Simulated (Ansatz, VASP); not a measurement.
Two plane-wave programs on GaN

```
CELL_PARAMETERS angstrom
3.18258 0.00000 0.00000
-1.59129 2.75619 0.00000
0.00000 0.00000 5.18543
ATOMIC_POSITIONS crystal
Ga 0.33333 0.66667 0.99919
Ga 0.66667 0.33333 0.49919
N 0.33333 0.66667 0.37581
N 0.66667 0.33333 0.87581
```

Alike in both runs: task single point; functional PBEsol; k mesh 12 × 12 × 6; occupations gaussian, width 0.01 eV; no spin polarisation.

|  | VASP | Ansatz |
| --- | --- | --- |
| version | VASP 6.6.1 | Ansatz 0.2.0 |
| potentials or method | VASP PAW PBE potentials, release 64 (Ga_d, N), cutoff 520 eV | scalar-relativistic, plane waves, PAW |
| valence electrons in the cell | 36 | 36 |

|  | VASP | Ansatz | Ansatz less VASP |
| --- | --- | --- | --- |
| gap on the k mesh at the Fermi level (eV) | 1.89 | 1.88 | -0.019 |
| least direct gap on the mesh (eV) | 1.89 | 1.88 | -0.019 |

VASP's potentials were made for PBE, not for PBEsol.
